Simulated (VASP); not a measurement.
## Mg: single point with PBE

Crystal: Mg.

```
CELL_PARAMETERS angstrom
3.29432 0.00000 0.00000
-1.64716 2.85297 0.00000
0.00000 0.00000 3.16663
ATOMIC_POSITIONS crystal
Mg 0.00000 0.00000 0.00000
```

This cell differs from its parent crystal: strain +0.080 along x and y, +0.040 along z.

```json
{
 "Program": "VASP 6.6.1",
 "Task": "single point",
 "Functional": "PBE",
 "Potentials or basis": "VASP PAW PBE potentials, release 64 (Mg)",
 "Cutoff": "520 eV",
 "k mesh": "18 × 18 × 16",
 "Occupations": "gaussian, width 0.15 eV",
 "Spin": "no spin polarisation",
 "Dipole correction": "no",
 "Further INCAR settings": "ALGO = Fast; EDIFF = 1e-07; NBANDS = 7"
}
```

The pressure is -3.2 GPa. The band gap on the k mesh is zero (bands 1 and 2 overlap by 4.67 eV).

Stress tensor (GPa, compression positive):
```
-3.88  0.00  0.00
 0.00 -3.88  0.00
 0.00  0.00 -1.74
```

Levels at points of the mesh, in eV from the Fermi level:
| k point | band 1 | band 2 | band 3 | band 4 |
| --- | --- | --- | --- | --- |
| (0.00, 0.00, 0.00) | -5.89 | 7.75 | 8.32 | 11.08 |
| (0.50, 0.00, 0.00) | -1.36 | -1.34 | 7.12 | 7.28 |
| (0.00, 0.00, 0.50) | -2.56 | -1.82 | 13.19 | 13.19 |
| (0.50, 0.00, 0.50) | 1.46 | 2.03 | 2.47 | 3.09 |

Run time: 52 s on 1 thread of Intel(R) Xeon(R) Platinum 8259CL CPU @ 2.50GHz (Skylake/Cascade Lake), with other jobs on the host, peak memory 0.2 GiB.

Caveat: the cell differs from its parent crystal (strain +0.080 along x and y, +0.040 along z); the cell stands under tension.
